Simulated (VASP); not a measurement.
Ti: relaxation of cell and atoms with PBEsol

Crystal: Ti.

```
Ti
1.0
     4.56737    0.00000    0.00000
    -2.28369    3.95546    0.00000
     0.00000    0.00000    2.82624
Ti
3
Direct
  0.66667 0.33333 0.50000
  0.33333 0.66667 0.50000
  0.00000 0.00000 0.00000
```

This isn't the form of Ti at room conditions, which is hcp.

```json
{
 "Program": "VASP 6.6.1",
 "Task": "relaxation of cell and atoms",
 "Functional": "PBEsol",
 "Potentials or basis": "VASP PAW PBE potentials, release 64 (Ti_sv)",
 "Cutoff": "600 eV",
 "k mesh": "7 × 7 × 9",
 "Occupations": "fermi-dirac, width 0.05 eV",
 "Spin": "no spin polarisation",
 "Target pressure": "2 GPa",
 "Dipole correction": "no",
 "Further INCAR settings": "ALGO = Normal; EDIFF = 1e-07; IBRION = 2; EDIFFG = -0.01; NSW = 60; ISIF = 3"
}
```

- Relaxed volume: 16.18 Å³/atom
- Relaxed cell: a = 4.488 Å, b = 4.488 Å, c = 2.782 Å, α = 90.00°, β = 90.00°, γ = 120.00°
- Space group after relaxing (to 0.1 Å): P6/mmm (No. 191)
- Energy change on relaxing (the run minimises the enthalpy): -5.9 meV/atom
- Ionic steps: 5
- Pressure after relaxing: 1.9 GPa
- Band gap on the k mesh: zero (bands 18 and 19 overlap by 0.31 eV)

Step by step:
```tsv
step	energy change (eV)	largest force (eV/Å)	pressure (GPa)	volume (Å³)
1	0.0000	0.0000	-3.92	51.06
2	0.0399	0.0000	7.58	46.55
3	-0.0174	0.0000	1.99	48.51
4	-0.0168	0.0000	2.10	48.46
5	-0.0177	0.0000	1.94	48.53
```

Final structure:
```yaml
crystal:
  lattice:
    - [4.48760, 0.00000, 0.00000]
    - [-2.24380, 3.88638, 0.00000]
    - [0.00000, 0.00000, 2.78242]
  atoms:
    - { symbol: Ti, position: [0.66667, 0.33333, 0.50000] }
    - { symbol: Ti, position: [0.33333, 0.66667, 0.50000] }
    - { symbol: Ti, position: [0.00000, 0.00000, 0.00000] }
```

Levels at points of the mesh, in eV from the Fermi level:
```tsv
k point	band 16	band 17	band 18	band 19	band 20	band 21
(0.00, 0.00, 0.00)	-0.71	-0.62	-0.62	-0.01	0.72	1.36
```

Wall time 3.7 min on 1 thread of Intel(R) Xeon(R) Platinum 8259CL CPU @ 2.50GHz (Skylake/Cascade Lake) (shared host), peak memory 0.2 GiB.

Caveat: the cell is relaxed towards a set pressure, so the run minimises the enthalpy, not the energy; the PAW data sets were made with another functional, which shifts forces and pressure a little.
